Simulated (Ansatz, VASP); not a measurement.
Two plane-wave programs on AlNi3

INCAR

```
PREC     = Accurate       # precision mode
ENCUT    = 520            # plane-wave cutoff, eV
EDIFF    = 1E-7           # SCF threshold, eV
ISMEAR   = 0              # smearing method
SIGMA    = 0.1            # smearing width, eV
LREAL    = False          # projectors in reciprocal space
LASPH    = True           # aspherical terms in the spheres
NELM     = 80             # most SCF steps
ALGO     = Normal         # electronic algorithm
ISIF     = 2              # what is computed and relaxed
LWAVE    = False          # write WAVECAR
LCHARG   = False          # write CHGCAR
GGA      = PS             # functional
NBANDS   = 24             # bands
```

The input KPOINTS:

```
regular mesh
0
Gamma
  10 10 10
```

The input POSCAR:

```
AlNi3
1.0
    0.0000000000      2.8018887551      2.8018887551
    2.8018887551      0.0000000000      2.8018887551
    2.8018887551      2.8018887551      0.0000000000
Al Ni
1 3
Direct
    0.5000000000      0.5000000000      0.5000000000
    0.2500000000      0.2500000000      0.2500000000
    0.0000000000      0.0000000000      0.0000000000
    0.7500000000      0.7500000000      0.7500000000
```

Input for Ansatz:

```yaml
crystal:
  lattice:
    - [0.0, 2.8018887551, 2.8018887551]
    - [2.8018887551, 0.0, 2.8018887551]
    - [2.8018887551, 2.8018887551, 0.0]
  atoms:
    - { symbol: Al, position: [0.5, 0.5, 0.5] }
    - { symbol: Ni, position: [0.25, 0.25, 0.25] }
    - { symbol: Ni, position: [0.0, 0.0, 0.0] }
    - { symbol: Ni, position: [0.75, 0.75, 0.75] }
basis:
  ecutwfc: 420
kpoints:
  mp_grid: { grid: [10, 10, 10] }
hamiltonian:
  xc: pbesol
scf:
  occupations: { method: gaussian, width: 0.1 }
output:
  forces: true
  stress: true
  eigenvalues: true
```

Alike in both runs: task single point; functional PBEsol; k mesh 10 × 10 × 10; occupations gaussian, width 0.1 eV; no spin polarisation.

|  | VASP | Ansatz |
| --- | --- | --- |
| version | VASP 6.6.1 | Ansatz 0.2.0 |
| potentials or method | VASP PAW PBE potentials, release 64 (Al, Ni), cutoff 520 eV | scalar-relativistic, plane waves, PAW |
| valence electrons in the cell | 33 | 57 |

```tsv
	VASP	Ansatz	Ansatz less VASP
gap on the k mesh at the Fermi level (eV)	none	none	-
pressure (GPa)	-0.7	-0.7	-0.08
```

VASP's potentials were made for PBE, not for PBEsol. A gap of «none» marks a metal or a gap that the smearing closes. VASP's potentials hold 33 valence electrons a cell and Ansatz's 57, so a difference there can come from the potentials and not from the codes.
